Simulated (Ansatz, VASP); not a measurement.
## BN in VASP and in Ansatz

Contents of INCAR:

```
PREC = Accurate
ENCUT = 520
EDIFF = 1E-6
ISMEAR = 0
SIGMA = 0.01
LREAL = False
LASPH = True
NELM = 100
ALGO = Normal
ISIF = 2
LWAVE = False
LCHARG = False
GGA = PE
IBRION = 2
NSW = 80
EDIFFG = -0.002
```

File KPOINTS:

```
Automatic mesh
0
Gamma
  12 12 4
```

POSCAR

```
BN
1.0
    2.4982400000      0.0000000000      0.0000000000
   -1.2491200000      2.1635393048      0.0000000000
    0.0000000000      0.0000000000      6.6357000000
B N
2 2
Direct
    0.3333333333      0.6666666667      0.2500000000
    0.6666666667      0.3333333333      0.7500000000
    0.3333333333      0.6666666667      0.7500000000
    0.6666666667      0.3333333333      0.2500000000
```

Input for Ansatz:

```yaml
crystal:
  lattice:
    - [2.49824, 0.0, 0.0]
    - [-1.24912, 2.1635393048, 0.0]
    - [0.0, 0.0, 6.6357]
  atoms:
    - { symbol: B, position: [0.3333333333, 0.6666666667, 0.25] }
    - { symbol: B, position: [0.6666666667, 0.3333333333, 0.75] }
    - { symbol: "N", position: [0.3333333333, 0.6666666667, 0.75] }
    - { symbol: "N", position: [0.6666666667, 0.3333333333, 0.25] }
scf:
  occupations: { method: fixed }
output:
  forces: true
  stress: true
  eigenvalues: true
kpoints:
  mp_grid: { grid: [12, 12, 4] }
hamiltonian:
  xc: pbe
relax:
  f_tol: 0.002
  max_steps: 60
```

Alike in both runs: task relaxation of the atoms; functional PBE; k mesh 12 × 12 × 4; no spin polarisation.

|  | VASP | Ansatz |
| --- | --- | --- |
| version | VASP 6.6.1 | Ansatz 0.2.0 |
| potentials or method | VASP PAW PBE potentials, release 64 (B, N) | scalar-relativistic, plane waves, PAW |
| plane-wave cutoff (eV) | 520 | 420 |
| occupations | gaussian, width 0.01 eV | fixed |
| valence electrons in the cell | 16 | 16 |

|  | VASP | Ansatz | Ansatz less VASP |
| --- | --- | --- | --- |
| gap on the k mesh at the Fermi level, each at its own relaxed structure (eV) | 4.29 | 4.29 | +0.008 |

Ansatz's warnings: stress scf threshold loose.

Noted on VASP's run: the relaxation stopped at its first step, so nothing moved.
